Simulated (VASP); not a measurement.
A run of VASP 6.6.1 is set up as follows.

Contents of INCAR:

```
SYSTEM = GaSb
PREC = Accurate
ENCUT = 520
EDIFF = 1E-6
ISMEAR = -1
SIGMA = 0.02
LREAL = .FALSE.
LASPH = .TRUE.
NELM = 80
ALGO = Normal
ISIF = 2
LWAVE = .FALSE.
LCHARG = .TRUE.
GGA = PE
LELF = .TRUE.
LVHAR = .TRUE.
NBANDS = 16
```

File KPOINTS:

```
regular mesh
0
G
  8 8 8
  0 0 0
```

POSCAR

```
GaSb
1.0
    0.0000000000      3.0658787979      3.1885139498
    3.0658787979      0.0000000000      3.1885139498
    3.0658787979      3.0658787979      0.0000000000
Ga Sb
1 1
Direct
    0.0000000000      0.0000000000      0.0000000000
    0.2500000000      0.2500000000      0.2500000000
```

Potentials or basis: VASP PAW PBE potentials, release 64 (Ga_d, Sb).

Command:

```sh
$ cat potpaw_PBE.64/Ga_d/POTCAR potpaw_PBE.64/Sb/POTCAR > POTCAR
$ mpirun -np 1 vasp_std > vasp.out
```

(1) Predict the band gap on the k mesh.

(2) Estimate the pressure.

Answers

(1) zero (filled and empty bands touch).

(2) 0.1 GPa.

Caveat: the cell differs from its parent crystal (uniaxial z strain +4.0%); spin-orbit coupling is left out, which moves the levels of the heavy elements.
